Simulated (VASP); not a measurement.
# ScNb (P-6m2) in VASP: further runs

The runs below take ScNb through single point, with LDA.

All numbers are computed with VASP 6.6.1; they aren't measurements. Logs are shortened: lines on timing, memory, paths and dates and some standing lists are left out, and cuts for length are marked.

### Step 1. The cell of the first run

It takes space group P-6m2 (No. 187, hexagonal). Conventional cell: a = 3.066 Å, b = 3.066 Å, c = 4.311 Å, α = 90.00°, β = 90.00°, γ = 120.00°. Within 3.7 Å of Sc (site symmetry -6m2) lie 6 Nb at 2.79 Å and 6 Sc at 3.07 Å. Nb (site symmetry -6m2) has 6 Sc at 2.79 Å and 6 Nb at 3.07 Å within 3.7 Å.

### Step 2. Single point, LDA (strain -0.1500 x Voigt [0, 0, 1, 0, 0, 0])

The input, INCAR:

```
ALGO = Fast ; EDIFF = 1E-7
ENCUT = 520 ; GGA = CA
ISIF = 2 ; ISMEAR = 0
LASPH = True ; LCHARG = False
LREAL = False ; LWAVE = False
NBANDS = 19 ; NELM = 80
PREC = Accurate ; SIGMA = 0.15
```

The input, KPOINTS:

```
k-points
0
Gamma
  18 18 10
```

The input, POSCAR:

```
ScNb
1.0
    3.0656443612      0.0000000000      0.0000000000
   -1.5328221806      2.6549258957      0.0000000000
    0.0000000000      0.0000000000      4.3113649000
Sc Nb
1 1
Direct
    0.0000000000      0.0000000000      0.0000000000
    0.3333333333      0.6666666667      0.5000000000
```

Potentials or basis: VASP PAW LDA potentials, release 64 (Sc_sv, Nb_sv).

Started as:

```sh
cat potpaw_LDA.64/Sc_sv/POTCAR potpaw_LDA.64/Nb_sv/POTCAR > POTCAR
mpirun -np 1 vasp_std > vasp.out
```

OUTCAR:

```text
EDIFF = 1E-7
   ENCUT = 520
   GGA = CA
   ISIF = 2
   ISMEAR = 0
   LASPH = True
   LREAL = False
   NELM = 80
   PREC = Accurate

 ion  position               nearest neighbor table
   1  0.000  0.000  0.000-   2 2.79   2 2.79   2 2.79   2 2.79   2 2.79   2 2.79
   2  0.333  0.667  0.500-   1 2.79   1 2.79   1 2.79   1 2.79   1 2.79   1 2.79

  LATTYP: Found a hexagonal cell.
 ALAT       =     3.0656443612
 C/A-ratio  =     1.4063486798

  Lattice vectors:

 A1 = (   3.0656443612,   0.0000000000,   0.0000000000)
 A2 = (  -1.5328221806,   2.6549258957,   0.0000000000)
 A3 = (   0.0000000000,   0.0000000000,   4.3113649000)

Analysis of symmetry for initial positions (statically):
=====================================================================
 Subroutine PRICEL returns:
 Original cell was already a primitive cell.

 Routine SETGRP: Setting up the symmetry group for a
 hexagonal supercell.

 Subroutine GETGRP returns: Found 12 space group operations
 (whereof 12 operations were pure point group operations)
 out of a pool of 24 trial point group operations.

The static configuration has the point symmetry D_3h.

Analysis of symmetry for dynamics (positions and initial velocities):
=====================================================================
 Subroutine PRICEL returns:
 Original cell was already a primitive cell.

 Routine SETGRP: Setting up the symmetry group for a
 hexagonal supercell.

 Subroutine GETGRP returns: Found 12 space group operations
 (whereof 12 operations were pure point group operations)
 out of a pool of 24 trial point group operations.

The dynamic configuration has the point symmetry D_3h.

 Subroutine INISYM returns: Found 12 space group operations
 (whereof 12 operations are pure point group operations),
 and found     1 'primitive' translations

----------------------------------------------------------------------------------------

                                     Primitive cell

  volume of cell :      35.0905

  direct lattice vectors                    reciprocal lattice vectors
     3.065644361  0.000000000  0.000000000     0.326195697  0.188329174  0.000000000
    -1.532822181  2.654925896  0.000000000     0.000000000  0.376658347  0.000000000
     0.000000000  0.000000000  4.311364900     0.000000000  0.000000000  0.231945109

  length of vectors
     3.065644361  3.065644361  4.311364900     0.376658347  0.376658347  0.231945109

  position of ions in fractional coordinates (direct lattice)
     0.000000000  0.000000000  0.000000000
     0.333333333  0.666666667  0.500000000

  ion indices of the primitive-cell ions
   primitive index   ion index
                 1           1
                 2           2

----------------------------------------------------------------------------------------

 KPOINTS: k-points

Automatic generation of k-mesh.
 Grid dimensions read from file:
 generate k-points for:   18   18   10

 Generating k-lattice:

  Cartesian coordinates                     Fractional coordinates (reciprocal lattice)
     0.018121983  0.010462732  0.000000000     0.055555556  0.000000000  0.000000000
     0.000000000  0.020925464  0.000000000     0.000000000  0.055555556  0.000000000
     0.000000000  0.000000000  0.023194511     0.000000000  0.000000000  0.100000000

  Length of vectors
     0.020925464  0.020925464  0.023194511

  Shift w.r.t. Gamma in fractional coordinates (k-lattice)
     0.000000000  0.000000000  0.000000000

 Subroutine IBZKPT returns following result:
 ===========================================

 Found    222 irreducible k-points:

 Following reciprocal coordinates:
            Coordinates               Weight
  0.000000  0.000000  0.000000      1.000000
  0.055556 -0.000000  0.000000      6.000000
  0.111111 -0.000000  0.000000      6.000000
  0.166667 -0.000000  0.000000      6.000000
  0.222222 -0.000000  0.000000      6.000000
  0.277778  0.000000  0.000000      6.000000
[... 16 lines left out ...]
  0.333333  0.111111  0.000000     12.000000
  0.388889  0.111111  0.000000     12.000000
 [... further k-points ...]
   k-points           NKPTS =    222   k-points in BZ     NKDIM =    222   number of bands    NBANDS=     19
   number of dos      NEDOS =    301   number of ions     NIONS =      2
   total plane-waves  NPLWV =  18432
   dimension x,y,z NGX =    24 NGY =   24 NGZ =   32
   dimension x,y,z NGXF=    48 NGYF=   48 NGZF=   64
   ions per type =               1   1
   NGX,Y,Z   is equivalent  to a cutoff of  13.01, 13.01, 12.34 a.u.
   NGXF,Y,Z  is equivalent  to a cutoff of  26.03, 26.03, 24.68 a.u.
 SYSTEM =  unknown system
   PREC   = accura    normal or accurate (medium, high low for compatibility)
   ISTART =      0    job   : 0-new  1-cont  2-samecut
   ICHARG =      2    charge: 1-file 2-atom 10-const
   ISPIN  =      1    spin polarized calculation?
   LNONCOLLINEAR =      F non collinear calculations
   LSORBIT =      F    spin-orbit coupling
   LASPH  =      T    aspherical Exc in radial PAW
   ENCUT  =  520.0 eV  38.22 Ry    6.18 a.u.   5.70  5.70  8.02*2*pi/ulx,y,z
   NELM   =     80;   NELMIN=  2; NELMDL= -5     # of ELM steps
   EDIFF  = 0.1E-06   stopping-criterion for ELM
   LREAL  =      F    real-space projection
   EDIFFG = 0.1E-05   stopping-criterion for IOM
   NSW    =      0    number of steps for IOM
   IBRION =     -1    ionic relax: 0-MD 1-quasi-New 2-CG
   NFREE  =      0    steps in history (QN), initial steepest desc. (CG)
   ISIF   =      2    stress and relaxation
   ISYM   =      2    0-nonsym 1-usesym 2-fastsym
   POTIM  = 0.5000    time-step for ionic-motion
   TEBEG  =    0.0;   TEEND  =   0.0 temperature during run
   PSTRESS=    0.0 pullay stress
   NELECT =      24.0000    total number of electrons
   NUPDOWN=      -1.0000    fix difference up-down
   EMIN   =  10.00;   EMAX   =-10.00  energy-range for DOS
   EFERMI =   0.00;   METHOD = LEGACY
   ISMEAR =     0;   SIGMA  =   0.15  broadening in eV -4-tet -1-fermi 0-gaus
   EFERMI_NEDOS =   21; number of points for ismear=-14 and -15
   IALGO  =     68    algorithm
   IMIX   =      4    mixing-type and parameters
     AMIX     =   0.40;   BMIX     =  1.00
     AMIX_MAG =   1.60;   BMIX_MAG =  1.00
  volume/ion in A,a.u.               =      17.55       118.40
  Fermi-wavevector in a.u.,A,eV,Ry     =   1.442389  2.725719 28.306712  2.080485
  Thomas-Fermi vector in A             =   2.560914
   LORBIT       =      0    0 simple, 1 ext, 2 COOP (PROOUT), +10 PAW based schemes
   GGA     = CA    functional components
   LHFCALC =     F    Hartree Fock is set to
   AEXX    =    0.0000 exact exchange contribution
   IVDW    =     0    specifies the selected vdW correction
   LEPSILON=     F    determine dielectric tensor
   LRPA    =     F    only Hartree local field effects (RPA)
 non-spin polarized calculation
 RMM-DIIS sequential band-by-band and
 Gauss-broadening in eV      SIGMA  =   0.15
  energy-cutoff  :      520.00
  volume of cell :       35.09
 maximum number of plane-waves:       964
 NGX is ok and might be reduce to    24
   NGX = 11   NGY = 11   NGZ = 17

 number of electron      24.0000001 magnetization

 Free energy of the ion-electron system (eV)
  ---------------------------------------------------
  ext. energy  EPLUGINS =         0.00000000
  ---------------------------------------------------
  free energy    TOTEN  =       -17.16815803 eV

  energy without entropy =      -17.13256403  energy(sigma->0) =      -17.15036103

 E-fermi :   8.6564     XC(G=0): -12.2432

 val. band max:        8.6561253094   @ k =   0.4444  -0.0000   0.1000
 cond. band min:       8.6579430284   @ k =   0.3889   0.1111   0.5000
 fundamental gap:      0.0018177190
 Fermi energy:         8.6563797021

 k-point     1 :       0.0000    0.0000    0.0000
  band No.  band energies     occupation
      1     -45.5366      2.00000
      2     -39.2586      2.00000
      3     -22.1025      2.00000
      4     -21.3643      2.00000
      5     -21.3643      2.00000
      6     -18.1763      2.00000
[... 11 lines left out ...]
     18      11.8779      0.00000
     19      13.4163      0.00000

 k-point     2 :       0.0556   -0.0000    0.0000
  band No.  band energies     occupation
      1     -45.5336      2.00000
      2     -39.2560      2.00000
      3     -22.0954      2.00000
      4     -21.3874      2.00000
      5     -21.3700      2.00000
      6     -18.1795      2.00000
[... 11 lines left out ...]
     18      11.5365      0.00000
     19      13.6956      0.00000

 k-point     3 :       0.1111   -0.0000    0.0000
  band No.  band energies     occupation
      1     -45.5249      2.00000
      2     -39.2483      2.00000
      3     -22.0749      2.00000
      4     -21.4536      2.00000
      5     -21.3863      2.00000
      6     -18.1886      2.00000
[... 11 lines left out ...]
     18      11.5814      0.00000
     19      13.6488      0.00000

 k-point     4 :       0.1667   -0.0000    0.0000
  band No.  band energies     occupation
      1     -45.5115      2.00000
      2     -39.2366      2.00000
      3     -22.0432      2.00000
      4     -21.5540      2.00000
      5     -21.4112      2.00000
      6     -18.2027      2.00000
[... 11 lines left out ...]
     18      11.9187      0.00000
     19      13.8717      0.00000

 k-point     5 :       0.2222   -0.0000    0.0000
  band No.  band energies     occupation
      1     -45.4950      2.00000
      2     -39.2222      2.00000
      3     -22.0038      2.00000
      4     -21.6755      2.00000
      5     -21.4415      2.00000
      6     -18.2529      2.00000
[... 11 lines left out ...]
     18      12.2878      0.00000
     19      14.1030      0.00000
[... 334 lines left out ...]
      2     -39.2021      2.00000
      3     -21.9481      2.00000
      4     -21.8159      2.00000
      5     -21.5107      2.00000
      6     -18.3694      2.00000
[... 11 lines left out ...]
     18      12.8932      0.00000
     19      14.3332      0.00000

 k-point    22 :       0.2778    0.1111    0.0000
  band No.  band energies     occupation
      1     -45.4563      2.00000
      2     -39.1885      2.00000
      3     -21.9181      2.00000
      4     -21.9098      2.00000
      5     -21.5481      2.00000
      6     -18.4540      2.00000
[... 11 lines left out ...]
     18      13.3985      0.00000
     19      14.4823      0.00000

 k-point    23 :       0.3333    0.1111    0.0000
  band No.  band energies     occupation
      1     -45.4435      2.00000
      2     -39.1773      2.00000
      3     -22.0005      2.00000
      4     -21.8781      2.00000
      5     -21.5785      2.00000
      6     -18.5220      2.00000
[... 11 lines left out ...]
     18      13.9693      0.00000
     19      14.5917      0.00000

 k-point    24 :       0.3889    0.1111    0.0000
  band No.  band energies     occupation
      1     -45.4351      2.00000
      2     -39.1700      2.00000
      3     -22.0540      2.00000
      4     -21.8573      2.00000
      5     -21.5981      2.00000
      6     -18.5660      2.00000
[... 11 lines left out ...]
     18      14.5809      0.00000
     19      14.6578      0.00000

 [... further k-points ...]

------------------------ aborting loop because EDIFF is reached ----------------------------------------

  FORCE on cell =-STRESS in cart. coord.  units (eV):
  Direction    XX          YY          ZZ          XY          YZ          ZX
  --------------------------------------------------------------------------------------
  -------------------------------------------------------------------------------------
  Total        1.6018857      1.6018857      5.4887676     -0.0000000     -0.0000000     -0.0000000
  in kB       73.1396940     73.1396940    250.6088869     -0.0000000     -0.0000000     -0.0000000
  external PRESSURE =     132.2960917 kB  Pullay stress =       0.0000000 kB

 VOLUME and BASIS-vectors are now :
 -----------------------------------------------------------------------------
  energy-cutoff  :      520.00
  volume of cell :       35.09
      direct lattice vectors                 reciprocal lattice vectors
     3.065644361  0.000000000  0.000000000     0.326195697  0.188329174  0.000000000
    -1.532822181  2.654925896  0.000000000     0.000000000  0.376658347  0.000000000
     0.000000000  0.000000000  4.311364900     0.000000000  0.000000000  0.231945109

 POSITION                                       TOTAL-FORCE (eV/Angst)
 -----------------------------------------------------------------------------------
      0.00000      0.00000      0.00000        -0.000000      0.000000      0.000000
     -0.00000      1.76995      2.15568         0.000000      0.000000      0.000000
 -----------------------------------------------------------------------------------
    total drift:                                0.000000     -0.000000     -0.000000

  FREE ENERGIE OF THE ION-ELECTRON SYSTEM (eV)
  ---------------------------------------------------
  free  energy   TOTEN  =       -17.1681580271 eV

  energy  without entropy=      -17.1325640340  energy(sigma->0) =      -17.15036103
```

Wall time 9.5 min (1 thread of Intel Xeon Platinum 8259CL at 2.50GHz (Skylake/Cascade Lake), shared host); peak memory 0.26 GiB.

Results:

| Item | Value |
| --- | --- |
| Free energy | -17.1682 eV |
| Pressure | 13.2 GPa |
| Band gap on the k mesh | zero (bands 12 and 13 overlap by 0.96 eV) |

Stress tensor (GPa, compression positive):
```
 7.31  0.00  0.00
 0.00  7.31  0.00
 0.00  0.00 25.06
```

Caveat: the cell differs from its parent crystal (strain -0.1500 x Voigt [0, 0, 1, 0, 0, 0]); the cell stands under pressure.

### Step 3. Single point, LDA (strain -0.0750 x Voigt [0, 0, 1, 0, 0, 0])

The input, INCAR:

```
SYSTEM = ScNb
PREC = Accurate
ENCUT = 520
EDIFF = 1E-6
ISMEAR = 0
SIGMA = 0.15
LREAL = .FALSE.
LASPH = .TRUE.
NELM = 60
ALGO = Fast
ISIF = 2
LWAVE = .FALSE.
LCHARG = .TRUE.
LELF = .TRUE.
LVHAR = .TRUE.
NBANDS = 19
```

The input, KPOINTS:

```
Automatic mesh
0
G
  18 18 10
  0 0 0
```

POSCAR, as its differences from that of step 2:

```diff
@@ -4,3 +4,3 @@
    -1.5328221806      2.6549258957      0.0000000000
-    0.0000000000      0.0000000000      4.3113649000
+    0.0000000000      0.0000000000      4.6917794500
 Sc Nb
```

Potentials or basis: VASP PAW LDA potentials, release 64 (Sc_sv, Nb_sv).

Started as:

```sh
cat potpaw_LDA.64/Sc_sv/POTCAR potpaw_LDA.64/Nb_sv/POTCAR > POTCAR
mpirun -np 1 vasp_std > vasp.out
```

Run time: 7 min. Hardware: 1 thread of Intel Xeon Platinum 8259CL at 2.50GHz (Skylake/Cascade Lake), shared host; peak memory 0.27 GiB.

The run converged. Its results:

```
Free energy            : -17.5118 eV
Pressure               : 1.0 GPa
Band gap on the k mesh : zero (bands 12 and 13 overlap by 1.12 eV)
```

Stress tensor (GPa, compression positive):
```
-2.16  0.00  0.00
 0.00 -2.16  0.00
 0.00  0.00  7.33
```

Levels at points of the mesh, in eV from the Fermi level:
| k point | band 10 | band 11 | band 12 | band 13 | band 14 | band 15 |
| --- | --- | --- | --- | --- | --- | --- |
| (0.00, 0.00, 0.00) | -2.99 | 0.50 | 0.50 | 1.68 | 1.88 | 1.88 |
| (0.50, 0.00, 0.00) | -2.12 | -2.01 | -0.16 | 0.40 | 1.38 | 2.03 |
| (0.00, 0.00, 0.50) | -3.45 | -0.26 | 0.26 | 0.26 | 1.12 | 1.12 |
| (0.50, 0.00, 0.50) | -2.87 | -1.04 | -0.20 | 1.59 | 1.94 | 2.03 |

Caveat: the cell differs from its parent crystal (strain -0.0750 x Voigt [0, 0, 1, 0, 0, 0]).

### Step 4. Single point, LDA (strain -0.0375 x Voigt [0, 0, 1, 0, 0, 0])

The input, INCAR:

```
ALGO     = Fast           # electronic algorithm
EDIFF    = 1E-6           # SCF threshold, eV
ENCUT    = 520            # plane-wave cutoff, eV
ISIF     = 2              # what is computed and relaxed
ISMEAR   = 0              # smearing method
LASPH    = True           # aspherical terms in the spheres
LCHARG   = False          # write CHGCAR
LREAL    = False          # projectors in reciprocal space
LWAVE    = False          # write WAVECAR
NBANDS   = 19             # bands
NELM     = 100            # most SCF steps
PREC     = Accurate       # precision mode
SIGMA    = 0.15           # smearing width, eV
```

The input, KPOINTS:

```
k-points
0
Gamma
  18 18 10
```

POSCAR, as its differences from that of step 3:

```diff
@@ -4,3 +4,3 @@
    -1.5328221806      2.6549258957      0.0000000000
-    0.0000000000      0.0000000000      4.6917794500
+    0.0000000000      0.0000000000      4.8819867250
 Sc Nb
```

Started as:

```sh
cat potpaw_LDA.64/Sc_sv/POTCAR potpaw_LDA.64/Nb_sv/POTCAR > POTCAR
mpirun -np 1 vasp_std > vasp.out
```

It took 6.5 min on 1 thread of Intel Xeon Platinum 8259CL at 2.50GHz (Skylake/Cascade Lake), shared host; peak memory 0.27 GiB.

Results (log left out):

```yaml
Free_energy: -17.5439 eV
Pressure: -3.6 GPa
Band_gap_on_the_k_mesh: zero (bands 12 and 13 overlap by 1.05 eV)
```

Stress tensor (GPa, compression positive):
```
-5.09  0.00  0.00
 0.00 -5.09  0.00
 0.00  0.00 -0.69
```

Levels at points of the mesh, in eV from the Fermi level:
| k point | band 8 | band 9 | band 10 | band 11 | band 12 | band 13 | band 14 | band 15 | band 16 | band 17 |
| --- | --- | --- | --- | --- | --- | --- | --- | --- | --- | --- |
| (0.00, 0.00, 0.00) | -26.99 | -5.68 | -2.88 | 0.56 | 0.56 | 1.33 | 1.36 | 2.05 | 2.05 | 2.11 |
| (0.50, 0.00, 0.00) | -27.12 | -2.83 | -2.08 | -1.87 | -0.12 | 0.64 | 1.13 | 1.78 | 4.44 | 4.86 |
| (0.00, 0.00, 0.50) | -26.99 | -4.20 | -3.55 | -0.44 | 0.38 | 0.38 | 1.02 | 1.30 | 1.30 | 3.56 |
| (0.50, 0.00, 0.50) | -27.13 | -2.82 | -2.76 | -1.05 | -0.26 | 1.68 | 1.84 | 1.90 | 2.84 | 4.78 |

Caveat: the cell differs from its parent crystal (strain -0.0375 x Voigt [0, 0, 1, 0, 0, 0]); the cell stands under tension.

### Step 5. Summary

| cell | further INCAR settings | gap on the mesh (eV) | pressure (GPa) |
| --- | --- | --- | --- |
| a = 3.066, b = 3.066, c = 4.311 Å, angles 90.0, 90.0, 120.0°, 2 atoms | ALGO = Fast; EDIFF = 1e-07; NBANDS = 19 | none | 13.2 |
| a = 3.066, b = 3.066, c = 4.692 Å, angles 90.0, 90.0, 120.0°, 2 atoms | ALGO = Fast; EDIFF = 1e-06; NBANDS = 19 | none | 1.0 |
| a = 3.066, b = 3.066, c = 4.882 Å, angles 90.0, 90.0, 120.0°, 2 atoms | ALGO = Fast; EDIFF = 1e-06; NBANDS = 19 | none | -3.6 |

Alike in all rows: task single point; level LDA; potentials or basis VASP PAW LDA potentials, release 64 (Sc_sv, Nb_sv); no spin polarisation; k mesh 18 × 18 × 10; cutoff (eV) 520; smearing gaussian 0.15 eV.

Caveats: the cell stands under pressure (at least some runs); the cell stands under tension (at least some runs).

Absolute energies hang on the potentials; compare differences alone.
